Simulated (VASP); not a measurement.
# SiO2 (P4_2/mnm) in VASP: notebook

SiO2 is run at these levels: LDA; tasks: single point.

Everything below comes from runs of VASP 6.6.1. Logs are shortened: lines on timing, memory, paths and dates and some standing lists are left out, and cuts for length are marked.

**1. The cell of the first run**

It takes space group P4_2/mnm (No. 136, tetragonal). Conventional cell: a = 4.257 Å, b = 4.257 Å, c = 2.535 Å, α = 90.00°, β = 90.00°, γ = 90.00°. Within 2.3 Å of Si (site symmetry mmm) lie 6 O at 1.73 to 1.84 Å. Within 2.4 Å of O (site symmetry m2m) lie 3 Si at 1.73 to 1.84 Å and 1 O at 2.34 Å.

**2. Single point, LDA (7.66 Å³/atom)**

INCAR

```
SYSTEM = SiO2
PREC = Accurate
ENCUT = 520
EDIFF = 1E-6
ISMEAR = 0
SIGMA = 0.05
LREAL = .False.
LASPH = .True.
NELM = 60
ALGO = Normal
ISIF = 2
LWAVE = .False.
LCHARG = .True.
GGA = CA
LELF = .True.
LVHAR = .True.
NBANDS = 25
```

KPOINTS

```
Automatic mesh
0
Gamma
  6 6 10
  0 0 0
```

POSCAR

```
SiO2
1.0
    4.2572501676      0.0000000000      0.0000000000
    0.0000000000      4.2572501676      0.0000000000
    0.0000000000      0.0000000000      2.5351924748
Si O
2 4
Direct
    0.5000000000      0.5000000000      0.5000000000
    0.0000000000      0.0000000000      0.0000000000
    0.6944252994      0.6944252994      0.0000000000
    0.1944252994      0.8055747006      0.5000000000
    0.3055747006      0.3055747006      0.0000000000
    0.8055747006      0.1944252994      0.5000000000
```

Potentials or basis: VASP PAW LDA potentials, release 64 (Si, O).

Run with:

```console
> cat potpaw_LDA.64/Si/POTCAR potpaw_LDA.64/O/POTCAR > POTCAR
> mpirun -np 1 vasp_std > vasp.out
```

OUTCAR:

```text
SYSTEM = SiO2
   PREC = Accurate
   ENCUT = 520
   EDIFF = 1E-6
   ISMEAR = 0
   LREAL = .False.
   LASPH = .True.
   NELM = 60
   ISIF = 2
   GGA = CA

 ion  position               nearest neighbor table
   1  0.500  0.500  0.500-   3 1.73   5 1.73   3 1.73   5 1.73   4 1.84   6 1.84
   2  0.000  0.000  0.000-   4 1.73   6 1.73   4 1.73   6 1.73   5 1.84   3 1.84
   3  0.694  0.694  0.000-   1 1.73   1 1.73   2 1.84
   4  0.194  0.806  0.500-   2 1.73   2 1.73   1 1.84
   5  0.306  0.306  0.000-   1 1.73   1 1.73   2 1.84
   6  0.806  0.194  0.500-   2 1.73   2 1.73   1 1.84

  LATTYP: Found a simple tetragonal cell.
 ALAT       =     4.2572501676
 C/A-ratio  =     0.5955000000

  Lattice vectors:

 A1 = (   4.2572501676,   0.0000000000,   0.0000000000)
 A2 = (   0.0000000000,   4.2572501676,   0.0000000000)
 A3 = (   0.0000000000,   0.0000000000,   2.5351924748)

Analysis of symmetry for initial positions (statically):
=====================================================================
 Subroutine PRICEL returns:
 Original cell was already a primitive cell.

 Routine SETGRP: Setting up the symmetry group for a
 simple tetragonal supercell.

 Subroutine GETGRP returns: Found 16 space group operations
 (whereof  8 operations were pure point group operations)
 out of a pool of 16 trial point group operations.

The static configuration has the point symmetry D_2h.
 The point group associated with its full space group is D_4h.

Analysis of symmetry for dynamics (positions and initial velocities):
=====================================================================
 Subroutine PRICEL returns:
 Original cell was already a primitive cell.

 Routine SETGRP: Setting up the symmetry group for a
 simple tetragonal supercell.

 Subroutine GETGRP returns: Found 16 space group operations
 (whereof  8 operations were pure point group operations)
 out of a pool of 16 trial point group operations.

The dynamic configuration has the point symmetry D_2h.
 The point group associated with its full space group is D_4h.

 Subroutine INISYM returns: Found 16 space group operations
 (whereof  8 operations are pure point group operations),
 and found     1 'primitive' translations

----------------------------------------------------------------------------------------

                                     Primitive cell

  volume of cell :      45.9483

  direct lattice vectors                    reciprocal lattice vectors
     4.257250168  0.000000000  0.000000000     0.234893408  0.000000000  0.000000000
     0.000000000  4.257250168  0.000000000     0.000000000  0.234893408  0.000000000
     0.000000000  0.000000000  2.535192475     0.000000000  0.000000000  0.394447368

  length of vectors
     4.257250168  4.257250168  2.535192475     0.234893408  0.234893408  0.394447368

  position of ions in fractional coordinates (direct lattice)
     0.500000000  0.500000000  0.500000000
     0.000000000  0.000000000  0.000000000
     0.694425299  0.694425299  0.000000000
     0.194425299  0.805574701  0.500000000
     0.305574701  0.305574701  0.000000000
     0.805574701  0.194425299  0.500000000

  ion indices of the primitive-cell ions
   primitive index   ion index
                 1           1
                 2           2
                 3           3
                 4           4
                 5           5
                 6           6

----------------------------------------------------------------------------------------

 KPOINTS: Automatic mesh

Automatic generation of k-mesh.
 Grid dimensions read from file:
 generate k-points for:    6    6   10

 Generating k-lattice:

  Cartesian coordinates                     Fractional coordinates (reciprocal lattice)
     0.039148901  0.000000000  0.000000000     0.166666667  0.000000000  0.000000000
     0.000000000  0.039148901  0.000000000     0.000000000  0.166666667  0.000000000
     0.000000000  0.000000000  0.039444737     0.000000000  0.000000000  0.100000000

  Length of vectors
     0.039148901  0.039148901  0.039444737

  Shift w.r.t. Gamma in fractional coordinates (k-lattice)
     0.000000000  0.000000000  0.000000000

 Subroutine IBZKPT returns following result:
 ===========================================

 Found     60 irreducible k-points:

 Following reciprocal coordinates:
            Coordinates               Weight
  0.000000  0.000000  0.000000      1.000000
  0.166667  0.000000  0.000000      4.000000
  0.333333  0.000000  0.000000      4.000000
  0.500000  0.000000  0.000000      2.000000
  0.166667  0.166667  0.000000      4.000000
  0.333333  0.166667  0.000000      8.000000
[... 16 lines left out ...]
  0.333333  0.000000  0.200000      8.000000
  0.500000  0.000000  0.200000      4.000000
 [... further k-points ...]
   k-points           NKPTS =     60   k-points in BZ     NKDIM =     60   number of bands    NBANDS=     25
   number of dos      NEDOS =    301   number of ions     NIONS =      6
   total plane-waves  NPLWV =  20480
   dimension x,y,z NGX =    32 NGY =   32 NGZ =   20
   dimension x,y,z NGXF=    64 NGYF=   64 NGZF=   40
   ions per type =               2   4
   NGX,Y,Z   is equivalent  to a cutoff of  12.50, 12.50, 13.12 a.u.
   NGXF,Y,Z  is equivalent  to a cutoff of  24.99, 24.99, 26.23 a.u.
 SYSTEM =  SiO2
   PREC   = accura    normal or accurate (medium, high low for compatibility)
   ISTART =      0    job   : 0-new  1-cont  2-samecut
   ICHARG =      2    charge: 1-file 2-atom 10-const
   ISPIN  =      1    spin polarized calculation?
   LNONCOLLINEAR =      F non collinear calculations
   LSORBIT =      F    spin-orbit coupling
   LASPH  =      T    aspherical Exc in radial PAW
   ENCUT  =  520.0 eV  38.22 Ry    6.18 a.u.   7.92  7.92  4.71*2*pi/ulx,y,z
   NELM   =     60;   NELMIN=  2; NELMDL= -5     # of ELM steps
   EDIFF  = 0.1E-05   stopping-criterion for ELM
   LREAL  =      F    real-space projection
   EDIFFG = 0.1E-04   stopping-criterion for IOM
   NSW    =      0    number of steps for IOM
   IBRION =     -1    ionic relax: 0-MD 1-quasi-New 2-CG
   NFREE  =      0    steps in history (QN), initial steepest desc. (CG)
   ISIF   =      2    stress and relaxation
   ISYM   =      2    0-nonsym 1-usesym 2-fastsym
   POTIM  = 0.5000    time-step for ionic-motion
   TEBEG  =    0.0;   TEEND  =   0.0 temperature during run
   PSTRESS=    0.0 pullay stress
   NELECT =      32.0000    total number of electrons
   NUPDOWN=      -1.0000    fix difference up-down
   EMIN   =  10.00;   EMAX   =-10.00  energy-range for DOS
   EFERMI =   0.00;   METHOD = LEGACY
   ISMEAR =     0;   SIGMA  =   0.05  broadening in eV -4-tet -1-fermi 0-gaus
   EFERMI_NEDOS =   21; number of points for ismear=-14 and -15
   IALGO  =     38    algorithm
   IMIX   =      4    mixing-type and parameters
     AMIX     =   0.40;   BMIX     =  1.00
     AMIX_MAG =   1.60;   BMIX_MAG =  1.00
  volume/ion in A,a.u.               =       7.66        51.68
  Fermi-wavevector in a.u.,A,eV,Ry     =   1.451115  2.742209 28.650247  2.105734
  Thomas-Fermi vector in A             =   2.568649
   LORBIT       =      0    0 simple, 1 ext, 2 COOP (PROOUT), +10 PAW based schemes
   GGA     = CA    functional components
   LHFCALC =     F    Hartree Fock is set to
   AEXX    =    0.0000 exact exchange contribution
   IVDW    =     0    specifies the selected vdW correction
   LEPSILON=     F    determine dielectric tensor
   LRPA    =     F    only Hartree local field effects (RPA)
 non-spin polarized calculation
 Gauss-broadening in eV      SIGMA  =   0.05
  energy-cutoff  :      520.00
  volume of cell :       45.95
 maximum number of plane-waves:      1256
 NGX is ok and might be reduce to    32
   NGX = 15   NGY = 15   NGZ =  9

 number of electron      32.0000046 magnetization

 Free energy of the ion-electron system (eV)
  ---------------------------------------------------
  ext. energy  EPLUGINS =         0.00000000
  ---------------------------------------------------
  free energy    TOTEN  =       -51.69287742 eV

  energy without entropy =      -51.69287742  energy(sigma->0) =      -51.69287742

 E-fermi :   8.3527     XC(G=0): -12.7786

 val. band max:        8.1400808427   @ k =   0.0000   0.0000   0.0000
 cond. band min:      14.1216029555   @ k =   0.0000   0.0000   0.0000
 fundamental gap:      5.9815221129
 Fermi energy:         8.3527037017

 k-point     1 :       0.0000    0.0000    0.0000
  band No.  band energies     occupation
      1     -14.4240      2.00000
      2     -10.7753      2.00000
      3     -10.7753      2.00000
      4     -10.6609      2.00000
      5      -2.8357      2.00000
      6       1.2363      2.00000
[... 17 lines left out ...]
     24      21.8914      0.00000
     25      23.2642      0.00000

 k-point     2 :       0.1667    0.0000    0.0000
  band No.  band energies     occupation
      1     -14.2827      2.00000
      2     -11.5026      2.00000
      3     -10.7010      2.00000
      4     -10.2248      2.00000
      5      -2.6910      2.00000
      6       0.5426      2.00000
[... 17 lines left out ...]
     24      21.3092      0.00000
     25      23.2259      0.00000

 k-point     3 :       0.3333    0.0000    0.0000
  band No.  band energies     occupation
      1     -13.8692      2.00000
      2     -12.3901      2.00000
      3     -10.5020      2.00000
      4     -10.1054      2.00000
      5      -2.2511      2.00000
      6      -0.5463      2.00000
[... 17 lines left out ...]
     24      21.7574      0.00000
     25      22.8319      0.00000

 k-point     4 :       0.5000    0.0000    0.0000
  band No.  band energies     occupation
      1     -13.2166      2.00000
      2     -13.2166      2.00000
      3     -10.2566      2.00000
      4     -10.2566      2.00000
      5      -1.5201      2.00000
      6      -1.5201      2.00000
[... 17 lines left out ...]
     24      22.4659      0.00000
     25      22.8869      0.00000

 k-point     5 :       0.1667    0.1667    0.0000
  band No.  band energies     occupation
      1     -14.1452      2.00000
      2     -11.7031      2.00000
      3     -10.8652      2.00000
      4     -10.1066      2.00000
      5      -2.5074      2.00000
      6       0.5623      2.00000
[... 17 lines left out ...]
     24      21.3650      0.00000
     25      23.2335      0.00000

 k-point     6 :       0.3333    0.1667    0.0000
  band No.  band energies     occupation
      1     -13.7447      2.00000
      2     -12.3660      2.00000
      3     -10.7538      2.00000
      4     -10.1751      2.00000
      5      -1.9843      2.00000
      6      -0.2455      2.00000
[... 17 lines left out ...]
     24      21.9771      0.00000
     25      22.7480      0.00000
[... 393 lines left out ...]
 k-point    21 :       0.0000    0.0000    0.2000
  band No.  band energies     occupation
      1     -13.8244      2.00000
      2     -10.4874      2.00000
      3     -10.4318      2.00000
      4     -10.4318      2.00000
      5      -2.5509      2.00000
      6       1.7343      2.00000
[... 17 lines left out ...]
     24      22.1656      0.00000
     25      22.4711      0.00000

 k-point    22 :       0.1667    0.0000    0.2000
  band No.  band energies     occupation
      1     -13.6906      2.00000
      2     -11.1343      2.00000
      3     -10.3723      2.00000
      4     -10.0466      2.00000
      5      -2.3367      2.00000
      6       0.9129      2.00000
[... 17 lines left out ...]
     24      21.9785      0.00000
     25      22.1022      0.00000

 k-point    23 :       0.3333    0.0000    0.2000
  band No.  band energies     occupation
      1     -13.3001      2.00000
      2     -11.9292      2.00000
      3     -10.2163      2.00000
      4      -9.9324      2.00000
      5      -1.7798      2.00000
      6      -0.1059      2.00000
[... 17 lines left out ...]
     24      21.3780      0.00000
     25      22.4392      0.00000

 k-point    24 :       0.5000    0.0000    0.2000
  band No.  band energies     occupation
      1     -12.6895      2.00000
      2     -12.6895      2.00000
      3     -10.0323      2.00000
      4     -10.0323      2.00000
      5      -1.0177      2.00000
      6      -1.0177      2.00000
[... 17 lines left out ...]
     24      21.3529      0.00000
     25      22.2195      0.00000

 [... further k-points ...]
[... 5 lines left out ...]
  --------------------------------------------------------------------------------------
  -------------------------------------------------------------------------------------
  Total       -2.1984409     -2.1984409      9.2325034      0.0000000      0.0000000      0.0000000
  in kB      -76.6577565    -76.6577565    321.9295028      0.0000000      0.0000000      0.0000000
  external PRESSURE =      56.2046633 kB  Pullay stress =       0.0000000 kB

 VOLUME and BASIS-vectors are now :
 -----------------------------------------------------------------------------
  energy-cutoff  :      520.00
  volume of cell :       45.95
      direct lattice vectors                 reciprocal lattice vectors
     4.257250168  0.000000000  0.000000000     0.234893408  0.000000000  0.000000000
     0.000000000  4.257250168  0.000000000     0.000000000  0.234893408  0.000000000
     0.000000000  0.000000000  2.535192475     0.000000000  0.000000000  0.394447368

 POSITION                                       TOTAL-FORCE (eV/Angst)
 -----------------------------------------------------------------------------------
      2.12863      2.12863      1.26760         0.000000     -0.000000      0.000000
      0.00000      0.00000      0.00000         0.000000     -0.000000      0.000000
      2.95634      2.95634      0.00000        -0.258497     -0.258497      0.000000
      0.82772      3.42953      1.26760        -0.258497      0.258497      0.000000
      1.30091      1.30091      0.00000         0.258497      0.258497     -0.000000
      3.42953      0.82772      1.26760         0.258497     -0.258497      0.000000
 -----------------------------------------------------------------------------------
    total drift:                                0.000000      0.000000     -0.000000

  FREE ENERGIE OF THE ION-ELECTRON SYSTEM (eV)
  ---------------------------------------------------
  free  energy   TOTEN  =       -51.6928774169 eV

  energy  without entropy=      -51.6928774169  energy(sigma->0) =      -51.69287742
```

Wall time 80 s (1 thread of Intel Xeon 8259CL, shared host); peak memory 0.17 GiB.

What came out:

* Free energy: -51.6929 eV
* Pressure: 5.6 GPa
* Largest force: 0.366 eV/Å
* Band gap on the k mesh: 5.98 eV

Forces on the atoms (eV/Å):
```
Si   0.000  0.000  0.000
Si   0.000  0.000  0.000
O   -0.258 -0.258  0.000
O   -0.258  0.258  0.000
O    0.258  0.258  0.000
O    0.258 -0.258  0.000
```

Caveat: the cell stands under pressure.

**3. Single point, LDA (7.66 Å³/atom)**

INCAR

```
SYSTEM = SiO2
ALGO = Normal
EDIFF = 1E-6
ENCUT = 520
GGA = CA
ISIF = 2
ISMEAR = 0
LASPH = .TRUE.
LCHARG = .TRUE.
LELF = .TRUE.
LREAL = .FALSE.
LVHAR = .TRUE.
LWAVE = .FALSE.
NBANDS = 25
NELM = 80
PREC = Accurate
SIGMA = 0.05
```

KPOINTS

```
k-points
0
G
  6 6 10
  0 0 0
```

POSCAR: that of step 2 with these lines changed.

```diff
@@ -2,5 +2,5 @@
 1.0
-    4.2572501676      0.0000000000      0.0000000000
-    0.0000000000      4.2572501676      0.0000000000
-    0.0000000000      0.0000000000      2.5351924748
+    3.9582500714      0.0000000000      0.0000000000
+    0.0000000000      3.9582500714      0.0000000000
+    0.0000000000      0.0000000000      2.9326674779
 Si O
```

Potentials or basis: VASP PAW LDA potentials, release 64 (Si, O).

Run with:

```console
> cat potpaw_LDA.64/Si/POTCAR potpaw_LDA.64/O/POTCAR > POTCAR
> mpirun -np 1 vasp_std > vasp.out
```

Wall time 79 s (1 thread of Intel Xeon 8259CL, shared host); peak memory 0.17 GiB.

The run converged. Its results:

| Property | Result |
| --- | --- |
| Free energy | -51.1135 eV |
| Pressure | -0.6 GPa |
| Largest force | 0.625 eV/Å |
| Band gap on the k mesh | 4.83 eV |

Forces on the atoms (eV/Å):
```
Si   0.000  0.000  0.000
Si   0.000  0.000  0.000
O    0.442  0.442  0.000
O    0.442 -0.442  0.000
O   -0.442 -0.442  0.000
O   -0.442  0.442  0.000
```

Stress tensor (GPa, compression positive):
```
 19.05   0.00   0.00
  0.00  19.05   0.00
  0.00   0.00 -39.79
```

Levels at points of the mesh, in eV from the valence-band top:
```
           k point  band 13  band 14  band 15  band 16  band 17  band 18  band 19  band 20
(0.00, 0.00, 0.00)    -2.65    -0.60    -0.60     0.00     4.83     5.21     6.63     6.63
(0.50, 0.00, 0.00)    -2.83    -2.83    -0.86    -0.86     6.73     6.73     7.57     7.57
(0.50, 0.50, 0.00)    -3.07    -3.07    -1.61    -1.61     6.40     6.40     8.91     8.91
(0.00, 0.00, 0.50)    -3.43    -3.43    -2.36    -2.36     9.41     9.41    11.88    11.88
(0.50, 0.00, 0.50)    -1.76    -1.76    -1.45    -1.45     9.19     9.19    11.37    11.37
(0.50, 0.50, 0.50)    -1.20    -1.20    -1.14    -1.14     7.71     7.71    11.58    11.58
```

A k mesh can miss the band edges.

**4. Single point, LDA (7.66 Å³/atom)**

INCAR

```
SYSTEM = SiO2
ALGO = Normal ; EDIFF = 1E-6
ENCUT = 520 ; ISIF = 2
ISMEAR = 0 ; LASPH = .True.
LCHARG = .True. ; LELF = .True.
LREAL = .False. ; LVHAR = .True.
LWAVE = .False. ; NBANDS = 25
NELM = 80 ; PREC = Accurate
SIGMA = 0.05
```

KPOINTS

```
k-points
0
Gamma
  6 6 10
  0 0 0
```

POSCAR: that of step 3 with these lines changed.

```diff
@@ -2,5 +2,5 @@
 1.0
-    3.9582500714      0.0000000000      0.0000000000
-    0.0000000000      3.9582500714      0.0000000000
-    0.0000000000      0.0000000000      2.9326674779
+    4.0556336120      0.0000000000      0.0000000000
+    0.0000000000      4.0556336120      0.0000000000
+    0.0000000000      0.0000000000      2.7935204320
 Si O
```

Run with:

```console
> cat potpaw_LDA.64/Si/POTCAR potpaw_LDA.64/O/POTCAR > POTCAR
> mpirun -np 1 vasp_std > vasp.out
```

Run time: 80 s. Hardware: 1 thread of Intel Xeon 8259CL, shared host; peak memory 0.17 GiB.

It converged, with:

```yaml
Free_energy: -51.7499 eV
Pressure: -1.0 GPa
Largest_force: 0.369 eV/Å
Band_gap_on_the_k_mesh: 5.47 eV
```

Forces in eV/Å, atoms in the order of the input:
```
Si   0.000  0.000  0.000
Si   0.000  0.000  0.000
O    0.261  0.261  0.000
O    0.261 -0.261  0.000
O   -0.261 -0.261  0.000
O   -0.261  0.261  0.000
```

Stress tensor (GPa, compression positive):
```
  9.51   0.00   0.00
  0.00   9.51   0.00
  0.00   0.00 -22.09
```

Levels at points of the mesh, in eV from the valence-band top:
```
           k point  band 12  band 13  band 14  band 15  band 16  band 17  band 18  band 19  band 20  band 21
(0.00, 0.00, 0.00)    -3.48    -2.74    -0.79    -0.79     0.00     5.47     5.51     7.40     7.40    10.38
(0.50, 0.00, 0.00)    -3.92    -2.92    -2.92    -1.00    -1.00     7.12     7.12     8.12     8.12    11.82
(0.50, 0.50, 0.00)    -3.68    -2.96    -2.96    -2.04    -2.04     6.80     6.80     9.27     9.27    13.79
(0.00, 0.00, 0.50)    -4.52    -3.41    -3.41    -2.64    -2.64     9.25     9.25    12.24    12.24    13.04
(0.50, 0.00, 0.50)    -4.05    -2.12    -2.12    -1.72    -1.72     8.93     8.93    10.59    10.59    12.14
(0.50, 0.50, 0.50)    -4.28    -1.54    -1.54    -1.48    -1.48     7.45     7.45    11.17    11.17    11.67
```

A k mesh can miss the band edges.

**5. The runs side by side**

```csv
cell,gap on the mesh (eV),pressure (GPa),largest force (eV/Å)
"a = 4.257, b = 4.257, c = 2.535 Å, 6 atoms",5.98,5.6,0.37
"a = 3.958, b = 3.958, c = 2.933 Å, 6 atoms",4.83,-0.6,0.62
"a = 4.056, b = 4.056, c = 2.794 Å, 6 atoms",5.47,-1.0,0.37
```

Alike in all rows: task single point; level LDA; potentials or basis VASP PAW LDA potentials, release 64 (Si, O); no spin polarisation; k mesh 6 × 6 × 10; cutoff (eV) 520; smearing gaussian 0.05 eV.

Caveats: the cell stands under pressure (at least some runs).

Total energies depend on the potentials used, so only differences within one code and one set of settings carry meaning.
